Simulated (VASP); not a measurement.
# C in VASP: single point with PBE

Aim: the single point of C with PBE.

Everything below comes from runs of VASP 6.6.1. Logs are shortened: lines on timing, memory, paths and dates and some standing lists are left out, and cuts for length are marked.

### Step 1. The cell of the first run

The cell holds a slab with vacuum, 2 atoms: a = 2.456 Å, b = 2.456 Å, c = 13.054 Å, α = 90.00°, β = 90.00°, γ = 120.00°.

### Step 2. Single point, PBE

The input, INCAR:

```
  PREC = Accurate
  ENCUT = 520
  EDIFF = 1E-6
  ISMEAR = 0
  SIGMA = 0.05
  LREAL = False
  LASPH = True
  NELM = 120
  ALGO = Normal
  ISIF = 2
  LWAVE = False
  LCHARG = False
  GGA = PE
  NBANDS = 11
  GGA_COMPAT = False
  NELMDL = -8
```

The input, KPOINTS:

```
regular mesh
0
Gamma
  30 30 1
```

The input, POSCAR:

```
C
1.0
    2.4560526900      0.0000000000      0.0000000000
   -1.2280263500      2.1270040300      0.0000000000
    0.0000000000      0.0000000000     13.0535521700
C
2
Direct
    0.6666666700      0.3333333300      0.4979487500
    0.3333333300      0.6666666700      0.5020512500
```

Potentials or basis: VASP PAW PBE potentials, release 64 (C).

Command:

```sh
$ cat potpaw_PBE.64/C/POTCAR > POTCAR
$ mpirun -np 1 vasp_std > vasp.out
```

OUTCAR:

```text
PREC = Accurate
   ENCUT = 520
   EDIFF = 1E-6
   ISMEAR = 0
   LREAL = False
   LASPH = True
   NELM = 120
   ISIF = 2
   GGA = PE
   NELMDL = -8

 ion  position               nearest neighbor table
   1  0.667  0.333  0.498-   2 1.42   2 1.42   2 1.42
   2  0.333  0.667  0.502-   1 1.42   1 1.42   1 1.42

  LATTYP: Found a hexagonal cell.
 ALAT       =     2.4560526900
 C/A-ratio  =     5.3148502160

  Lattice vectors:

 A1 = (   2.4560526900,   0.0000000000,   0.0000000000)
 A2 = (  -1.2280263500,   2.1270040300,   0.0000000000)
 A3 = (   0.0000000000,   0.0000000000,  13.0535521700)

Analysis of symmetry for initial positions (statically):
=====================================================================
 Subroutine PRICEL returns:
 Original cell was already a primitive cell.

 Routine SETGRP: Setting up the symmetry group for a
 hexagonal supercell.

 Subroutine GETGRP returns: Found 12 space group operations
 (whereof 12 operations were pure point group operations)
 out of a pool of 24 trial point group operations.

The static configuration has the point symmetry D_3d.

Analysis of symmetry for dynamics (positions and initial velocities):
=====================================================================
 Subroutine PRICEL returns:
 Original cell was already a primitive cell.

 Routine SETGRP: Setting up the symmetry group for a
 hexagonal supercell.

 Subroutine GETGRP returns: Found 12 space group operations
 (whereof 12 operations were pure point group operations)
 out of a pool of 24 trial point group operations.

The dynamic configuration has the point symmetry D_3d.

 Subroutine INISYM returns: Found 12 space group operations
 (whereof 12 operations are pure point group operations),
 and found     1 'primitive' translations

----------------------------------------------------------------------------------------

                                     Primitive cell

  volume of cell :      68.1922

  direct lattice vectors                    reciprocal lattice vectors
     2.456052690  0.000000000  0.000000000     0.407157389  0.235072428  0.000000000
    -1.228026350  2.127004030  0.000000000     0.000000000  0.470144854  0.000000000
     0.000000000  0.000000000 13.053552170     0.000000000  0.000000000  0.076607500

  length of vectors
     2.456052690  2.456052699 13.053552170     0.470144856  0.470144854  0.076607500

  position of ions in fractional coordinates (direct lattice)
     0.666666670  0.333333330  0.497948750
     0.333333330  0.666666670  0.502051250

  ion indices of the primitive-cell ions
   primitive index   ion index
                 1           1
                 2           2

----------------------------------------------------------------------------------------

 KPOINTS: regular mesh

Automatic generation of k-mesh.
 Grid dimensions read from file:
 generate k-points for:   30   30    1

 Generating k-lattice:

  Cartesian coordinates                     Fractional coordinates (reciprocal lattice)
     0.013571913  0.007835748  0.000000000     0.033333333  0.000000000  0.000000000
     0.000000000  0.015671495  0.000000000     0.000000000  0.033333333  0.000000000
     0.000000000  0.000000000  0.076607500     0.000000000  0.000000000  1.000000000

  Length of vectors
     0.015671495  0.015671495  0.076607500

  Shift w.r.t. Gamma in fractional coordinates (k-lattice)
     0.000000000  0.000000000  0.000000000

 Subroutine IBZKPT returns following result:
 ===========================================

 Found     91 irreducible k-points:

 Following reciprocal coordinates:
            Coordinates               Weight
  0.000000  0.000000  0.000000      1.000000
  0.033333  0.000000  0.000000      6.000000
  0.066667  0.000000  0.000000      6.000000
  0.100000  0.000000  0.000000      6.000000
  0.133333  0.000000  0.000000      6.000000
  0.166667  0.000000  0.000000      6.000000
[... 16 lines left out ...]
  0.233333  0.033333  0.000000     12.000000
  0.266667  0.033333  0.000000     12.000000
 [... further k-points ...]
   k-points           NKPTS =     91   k-points in BZ     NKDIM =     91   number of bands    NBANDS=     11
   number of dos      NEDOS =    301   number of ions     NIONS =      2
   total plane-waves  NPLWV =  31752
   dimension x,y,z NGX =    18 NGY =   18 NGZ =   98
   dimension x,y,z NGXF=    36 NGYF=   36 NGZF=  196
   ions per type =               2
   NGX,Y,Z   is equivalent  to a cutoff of  12.18, 12.18, 12.48 a.u.
   NGXF,Y,Z  is equivalent  to a cutoff of  24.37, 24.37, 24.96 a.u.
 SYSTEM =  unknown system
   PREC   = accura    normal or accurate (medium, high low for compatibility)
   ISTART =      0    job   : 0-new  1-cont  2-samecut
   ICHARG =      2    charge: 1-file 2-atom 10-const
   ISPIN  =      1    spin polarized calculation?
   LNONCOLLINEAR =      F non collinear calculations
   LSORBIT =      F    spin-orbit coupling
   LASPH  =      T    aspherical Exc in radial PAW
   ENCUT  =  520.0 eV  38.22 Ry    6.18 a.u.   4.57  4.57 24.27*2*pi/ulx,y,z
   NELM   =    120;   NELMIN=  2; NELMDL= -8     # of ELM steps
   EDIFF  = 0.1E-05   stopping-criterion for ELM
   LREAL  =      F    real-space projection
   EDIFFG = 0.1E-04   stopping-criterion for IOM
   NSW    =      0    number of steps for IOM
   IBRION =     -1    ionic relax: 0-MD 1-quasi-New 2-CG
   NFREE  =      0    steps in history (QN), initial steepest desc. (CG)
   ISIF   =      2    stress and relaxation
   ISYM   =      2    0-nonsym 1-usesym 2-fastsym
   POTIM  = 0.5000    time-step for ionic-motion
   TEBEG  =    0.0;   TEEND  =   0.0 temperature during run
   PSTRESS=    0.0 pullay stress
   NELECT =       8.0000    total number of electrons
   NUPDOWN=      -1.0000    fix difference up-down
   EMIN   =  10.00;   EMAX   =-10.00  energy-range for DOS
   EFERMI =   0.00;   METHOD = LEGACY
   ISMEAR =     0;   SIGMA  =   0.05  broadening in eV -4-tet -1-fermi 0-gaus
   EFERMI_NEDOS =   21; number of points for ismear=-14 and -15
   IALGO  =     38    algorithm
   IMIX   =      4    mixing-type and parameters
     AMIX     =   0.40;   BMIX     =  1.00
     AMIX_MAG =   1.60;   BMIX_MAG =  1.00
  volume/ion in A,a.u.               =      34.10       230.09
  Fermi-wavevector in a.u.,A,eV,Ry     =   0.801420  1.514463  8.738658  0.642273
  Thomas-Fermi vector in A             =   1.908903
   LORBIT       =      0    0 simple, 1 ext, 2 COOP (PROOUT), +10 PAW based schemes
   GGA     = PE    functional components
   LHFCALC =     F    Hartree Fock is set to
   AEXX    =    0.0000 exact exchange contribution
   IVDW    =     0    specifies the selected vdW correction
   LEPSILON=     F    determine dielectric tensor
   LRPA    =     F    only Hartree local field effects (RPA)
 non-spin polarized calculation
 Gauss-broadening in eV      SIGMA  =   0.05
  energy-cutoff  :      520.00
  volume of cell :       68.19
 maximum number of plane-waves:      1868
   NGX =  9   NGY =  9   NGZ = 49

 number of electron       7.9999998 magnetization

 Free energy of the ion-electron system (eV)
  ---------------------------------------------------
  ext. energy  EPLUGINS =         0.00000000
  ---------------------------------------------------
  free energy    TOTEN  =       -18.42421011 eV

  energy without entropy =      -18.42408473  energy(sigma->0) =      -18.42414742

 E-fermi :  -1.9068     XC(G=0):  -3.2910

 val. band max:       -1.9067742638   @ k =   0.3333   0.3333   0.0000
 cond. band min:      -1.9067737475   @ k =   0.3333   0.3333   0.0000
 fundamental gap:      0.0000005164
 Fermi energy:        -1.9067740064

 k-point     1 :       0.0000    0.0000    0.0000
  band No.  band energies     occupation
      1     -21.5125      2.00000
      2      -9.5925      2.00000
      3      -4.9161      2.00000
      4      -4.9161      2.00000
      5       1.2806      0.00000
      6       2.3251      0.00000
      7       3.0346      0.00000
      8       5.6393      0.00000
      9       6.4840      0.00000
     10       6.4840      0.00000
     11       6.6057      0.00000

 k-point     2 :       0.0333    0.0000    0.0000
  band No.  band energies     occupation
      1     -21.4861      2.00000
      2      -9.5609      2.00000
      3      -5.0256      2.00000
      4      -4.9743      2.00000
      5       1.3164      0.00000
      6       2.3613      0.00000
      7       3.0708      0.00000
      8       5.6749      0.00000
      9       6.4875      0.00000
     10       6.5998      0.00000
     11       6.6527      0.00000

 k-point     3 :       0.0667    0.0000    0.0000
  band No.  band energies     occupation
      1     -21.4068      2.00000
      2      -9.4662      2.00000
      3      -5.3431      2.00000
      4      -5.1411      2.00000
      5       1.4239      0.00000
      6       2.4697      0.00000
      7       3.1796      0.00000
      8       5.7817      0.00000
      9       6.5056      0.00000
     10       6.7735      0.00000
     11       6.9389      0.00000

 k-point     4 :       0.1000    0.0000    0.0000
  band No.  band energies     occupation
      1     -21.2747      2.00000
      2      -9.3087      2.00000
      3      -5.8395      2.00000
      4      -5.3955      2.00000
      5       1.6030      0.00000
      6       2.6503      0.00000
      7       3.3608      0.00000
      8       5.9592      0.00000
      9       6.5252      0.00000
     10       6.9490      0.00000
     11       7.4789      0.00000
[... 239 lines left out ...]
 k-point    22 :       0.2000    0.0333    0.0000
  band No.  band energies     occupation
      1     -20.3814      2.00000
      2      -8.4892      2.00000
      3      -8.2330      2.00000
      4      -6.6811      2.00000
      5       2.8141      0.00000
      6       3.8703      0.00000
      7       4.5818      0.00000
      8       6.1732      0.00000
      9       6.5516      0.00000
     10       7.1800      0.00000
     11       8.2511      0.00000

 k-point    23 :       0.2333    0.0333    0.0000
  band No.  band energies     occupation
      1     -20.0165      2.00000
      2      -9.3406      2.00000
      3      -7.8233      2.00000
      4      -7.0320      2.00000
      5       3.3018      0.00000
      6       4.3553      0.00000
      7       5.0138      0.00000
      8       5.4845      0.00000
      9       6.3794      0.00000
     10       7.6657      0.00000
     11       8.7246      0.00000

 k-point    24 :       0.2667    0.0333    0.0000
  band No.  band energies     occupation
      1     -19.6016      2.00000
      2     -10.2232      2.00000
      3      -7.3610      2.00000
      4      -7.3431      2.00000
      5       3.7893      0.00000
      6       4.4499      0.00000
      7       5.0187      0.00000
      8       5.7202      0.00000
      9       6.2502      0.00000
     10       8.2239      0.00000
     11       9.2802      0.00000

 [... further k-points ...]
[... 5 lines left out ...]
  --------------------------------------------------------------------------------------
  -------------------------------------------------------------------------------------
  Total        0.6563797      0.6563797     -0.0587209     -0.0000000      0.0000000     -0.0000000
  in kB       15.4216574     15.4216575     -1.3796488     -0.0000000      0.0000000     -0.0000000
  external PRESSURE =       9.8212220 kB  Pullay stress =       0.0000000 kB

 VOLUME and BASIS-vectors are now :
 -----------------------------------------------------------------------------
  energy-cutoff  :      520.00
  volume of cell :       68.19
      direct lattice vectors                 reciprocal lattice vectors
     2.456052690  0.000000000  0.000000000     0.407157389  0.235072428  0.000000000
    -1.228026350  2.127004030  0.000000000     0.000000000  0.470144854  0.000000000
     0.000000000  0.000000000 13.053552170     0.000000000  0.000000000  0.076607500

 POSITION                                       TOTAL-FORCE (eV/Angst)
 -----------------------------------------------------------------------------------
      1.22803      0.70900      6.50000        -0.000000      0.000000      0.896418
     -0.00000      1.41800      6.55355         0.000000     -0.000000     -0.896418
 -----------------------------------------------------------------------------------
    total drift:                                0.000000      0.000000      0.000000

  FREE ENERGIE OF THE ION-ELECTRON SYSTEM (eV)
  ---------------------------------------------------
  free  energy   TOTEN  =       -18.4242101059 eV

  energy  without entropy=      -18.4240847304  energy(sigma->0) =      -18.42414742
```

Run time: 2.5 min. Hardware: 1 thread of Intel Xeon 8259CL, shared host; peak memory 0.2 GiB.

Results:

- Free energy: -18.4242 eV
- Largest force: 0.896 eV/Å
- Band gap on the k mesh: zero (filled and empty bands touch)

Forces in eV/Å, atoms in the order of the input:
```
C    0.000  0.000  0.896
C    0.000  0.000 -0.896
```

Caveat: there is no dipole correction, which matters where the two faces differ.
